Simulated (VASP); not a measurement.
Wanted: the native input for a VASP 6.6.1 run.

```yaml
Task: single point
Functional: PBE
Potentials_or_basis: VASP PAW PBE potentials, release 64 (Sb, As)
Cutoff: 520 eV
k_mesh: 4 × 4 × 4
Occupations: gaussian, width 0.1 eV
Spin: no spin polarisation
Dipole_correction: no
Further_INCAR_settings: ALGO = Normal; EDIFF = 1e-06; NBANDS = 14
```

The structure of Sb2As lies in POSCAR:

```
Sb2As
1.0
    0.0000000000      3.4969365849      3.4969365849
    3.4969365849      0.0000000000      3.4969365849
    3.4969365849      3.4969365849      0.0000000000
Sb As
2 1
Direct
    0.2500000000      0.2500000000      0.2500000000
    0.7500000000      0.7500000000      0.7500000000
    0.0000000000      0.0000000000      0.0000000000
```

These files were run (other wordings do the same):

INCAR

```
PREC = Accurate ; ENCUT = 520
EDIFF = 1E-6 ; ISMEAR = 0
SIGMA = 0.1 ; LREAL = F
LASPH = T ; NELM = 60
ALGO = Normal ; ISIF = 2
LWAVE = F ; LCHARG = F
GGA = PE ; NBANDS = 14
```

KPOINTS

```
regular mesh
0
Gamma
  4 4 4
```

Potentials or basis: VASP PAW PBE potentials, release 64 (Sb, As).

The run is started by

```bash
$ cat potpaw_PBE.64/Sb/POTCAR potpaw_PBE.64/As/POTCAR > POTCAR
$ mpirun -np 1 vasp_std > vasp.out
```

It gave:

| Property | Result |
| --- | --- |
| Pressure | -0.2 GPa |
| Band gap on the k mesh | zero (an odd number of electrons rules out a gap without spin polarisation) |

Caveat: the k points lie up to 0.39 Å⁻¹ apart, too coarse for converged energies and pressures of a metal; spin-orbit coupling is left out, which moves the levels of the heavy elements; an odd number of electrons without spin polarisation forces a metal; a magnetic or distorted state may lie lower.

Run time: 7.5 s on 1 thread of Intel(R) Xeon(R) 6975P-C (Granite Rapids) (shared host), peak memory 0.23 GiB.
